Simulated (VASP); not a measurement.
# PbS (Cmcm) in VASP: notebook, part 2 of 2

VASP 6.6.1. The steps go on from the part before.

### Step 5. Single point, LDA

File INCAR:

```
SYSTEM = PbS
ALGO = Normal ; EDIFF = 1E-6
ENCUT = 520 ; GGA = CA
ISIF = 2 ; ISMEAR = -1
LASPH = .True. ; LCHARG = .False.
LREAL = .False. ; LWAVE = .False.
NBANDS = 28 ; NELM = 80
PREC = Accurate ; SIGMA = 0.05
```

File KPOINTS:

```
k-points
0
Gamma
  7 7 6
  0 0 0
```

File POSCAR:

```
PbS
1.0
    2.0799526950     -5.9912968650      0.0000000000
    2.0799526950      5.9912968650      0.0000000000
    0.0000000000      0.0000000000      4.2793209400
Pb S
2 2
Direct
    0.1305633500      0.8694366500      0.2500000000
    0.8694366500      0.1305633500      0.7500000000
    0.3547970900      0.6452029100      0.2500000000
    0.6452029100      0.3547970900      0.7500000000
```

Command:

```bash
$ cat potpaw_LDA.64/Pb_d/POTCAR potpaw_LDA.64/S/POTCAR > POTCAR
$ mpirun -np 1 vasp_std > vasp.out
```

Wall time 2.6 min (1 thread of Intel Xeon Platinum 8488C (Sapphire Rapids), shared host); peak memory 0.31 GiB.

It converged, with:

* Free energy: -19.7766 eV
* Pressure: -3.5 GPa
* Largest force: 0.100 eV/Å
* Band gap on the k mesh: 1.10 eV, indirect (least direct gap 1.28 eV)

Forces on the atoms (eV/Å):
```
Pb   0.000 -0.100  0.000
Pb   0.000  0.100  0.000
S    0.000  0.051  0.000
S    0.000 -0.051  0.000
```

Stress tensor (GPa, compression positive):
```
-3.57  0.00  0.00
 0.00 -3.07  0.00
 0.00  0.00 -3.83
```

Levels at points of the mesh, in eV from the valence-band top:
```
           k point  band 18  band 19  band 20  band 21  band 22  band 23
(0.00, 0.00, 0.00)    -1.59    -1.41    -0.42     4.63     4.67     4.82
(0.00, 0.00, 0.50)    -1.03    -0.05    -0.05     1.76     1.76     2.73
```

Caveat: spin-orbit coupling is left out, which moves the levels of the heavy elements.

### Step 6. Single point, PBEsol (volume scaled by 1.02)

File INCAR:

```
ALGO = Normal
EDIFF = 1E-7
ENCUT = 520
GGA = PS
ISIF = 2
ISMEAR = -1
LASPH = T
LCHARG = F
LREAL = F
LWAVE = F
NBANDS = 28
NELM = 80
PREC = Accurate
SIGMA = 0.05
```

File KPOINTS:

```
k-points
0
Gamma
  7 7 6
```

File POSCAR:

```
PbS
1.0
    2.0937276176     -6.0309754840      0.0000000000
    2.0937276176      6.0309754840      0.0000000000
    0.0000000000      0.0000000000      4.3076616397
Pb S
2 2
Direct
    0.1305633500      0.8694366500      0.2500000000
    0.8694366500      0.1305633500      0.7500000000
    0.3547970900      0.6452029100      0.2500000000
    0.6452029100      0.3547970900      0.7500000000
```

Potentials or basis: VASP PAW PBE potentials, release 64 (Pb_d, S).

Command:

```bash
$ cat potpaw_PBE.64/Pb_d/POTCAR potpaw_PBE.64/S/POTCAR > POTCAR
$ mpirun -np 1 vasp_std > vasp.out
```

OUTCAR:

```text
EDIFF = 1E-7
   ENCUT = 520
   GGA = PS
   ISIF = 2
   ISMEAR = -1
   LASPH = T
   LREAL = F
   NELM = 80
   PREC = Accurate

 ion  position               nearest neighbor table
   1  0.131  0.869  0.250-   3 2.70   4 3.01   4 3.01   4 3.01   4 3.01   2 3.82   2 3.82
   2  0.869  0.131  0.750-   4 2.70   3 3.01   3 3.01   3 3.01   3 3.01   1 3.82   1 3.82
   3  0.355  0.645  0.250-   1 2.70   2 3.01   2 3.01   2 3.01   2 3.01
   4  0.645  0.355  0.750-   2 2.70   1 3.01   1 3.01   1 3.01   1 3.01

[... 946 lines left out ...]
  Direction    XX          YY          ZZ          XY          YZ          ZX
  --------------------------------------------------------------------------------------
  -------------------------------------------------------------------------------------
  Total       -2.0111142     -1.6769214     -2.1133166      0.0000000     -0.0000000      0.0000000
  in kB      -29.6188368    -24.6969873    -31.1240300      0.0000000     -0.0000000      0.0000000
  external PRESSURE =     -28.4799514 kB  Pullay stress =       0.0000000 kB

 VOLUME and BASIS-vectors are now :
 -----------------------------------------------------------------------------
  energy-cutoff  :      520.00
  volume of cell :      108.79
      direct lattice vectors                 reciprocal lattice vectors
     2.093727618 -6.030975484  0.000000000     0.238808523 -0.082905328  0.000000000
     2.093727618  6.030975484  0.000000000     0.238808523  0.082905328  0.000000000
     0.000000000  0.000000000  4.307661640     0.000000000  0.000000000  0.232144510

 POSITION                                       TOTAL-FORCE (eV/Angst)
 -----------------------------------------------------------------------------------
      2.09373      4.45613      1.07692         0.000000     -0.153410      0.000000
      2.09373     -4.45613      3.23075         0.000000      0.153410     -0.000000
      2.09373      1.75143      1.07692         0.000000      0.055882      0.000000
      2.09373     -1.75143      3.23075         0.000000     -0.055882      0.000000
 -----------------------------------------------------------------------------------
    total drift:                               -0.000000     -0.000000      0.000000

  FREE ENERGIE OF THE ION-ELECTRON SYSTEM (eV)
  ---------------------------------------------------
  free  energy   TOTEN  =       -18.7163723247 eV

  energy  without entropy=      -18.7163720298  energy(sigma->0) =      -18.71637218
```

Wall time 3.1 min (1 thread of Intel Xeon Platinum 8488C (Sapphire Rapids), shared host); peak memory 0.34 GiB.

Results:

```
Free energy            : -18.7164 eV
Pressure               : -2.8 GPa
Largest force          : 0.153 eV/Å
Band gap on the k mesh : 1.20 eV, indirect (least direct gap 1.33 eV)
```

Forces in eV/Å, atoms in the order of the input:
```
Pb   0.000 -0.153  0.000
Pb   0.000  0.153  0.000
S    0.000  0.056  0.000
S    0.000 -0.056  0.000
```

Stress tensor (GPa, compression positive):
```
-2.96  0.00  0.00
 0.00 -2.47  0.00
 0.00  0.00 -3.11
```

Caveat: the PAW data sets were made with another functional, which shifts forces and pressure a little; spin-orbit coupling is left out, which moves the levels of the heavy elements. A k mesh can miss the band edges.

### Step 7. Overview

```csv
level,potentials or basis,cell,k mesh,grid for exact exchange (PRECFOCK),share of exact exchange,gap on the mesh (eV),pressure (GPa),largest force (eV/Å)
LDA,"VASP PAW LDA potentials, release 64 (Pb_d, S)","a = 6.342, b = 6.342, c = 4.279 Å, angles 90.0, 90.0, 141.7°, 4 atoms",7 × 7 × 6,-,-,1.10,-3.5,0.10
PBEsol-based global hybrid,"VASP PAW PBE potentials, release 64 (Pb_d, S)","a = 6.342, b = 6.342, c = 4.279 Å, angles 90.0, 90.0, 141.7°, 4 atoms",4 × 4 × 4,Normal,0.25,2.41,-2.6,0.20
LDA,"VASP PAW LDA potentials, release 64 (Pb_d, S)","a = 6.213, b = 6.213, c = 4.192 Å, angles 90.0, 90.0, 141.7°, 4 atoms",7 × 7 × 6,-,-,0.96,-0.1,0.29
PBEsol,"VASP PAW PBE potentials, release 64 (Pb_d, S)","a = 6.384, b = 6.384, c = 4.308 Å, angles 90.0, 90.0, 141.7°, 4 atoms",7 × 7 × 6,-,-,1.20,-2.8,0.15
```

Alike in all rows: task single point; no spin polarisation; cutoff (eV) 520; smearing fermi-dirac 0.05 eV.

Caveats: spin-orbit coupling is left out, which moves the levels of the heavy elements; the PAW data sets were made with another functional, which shifts forces and pressure a little (some runs).

Absolute energies hang on the potentials; compare differences alone.
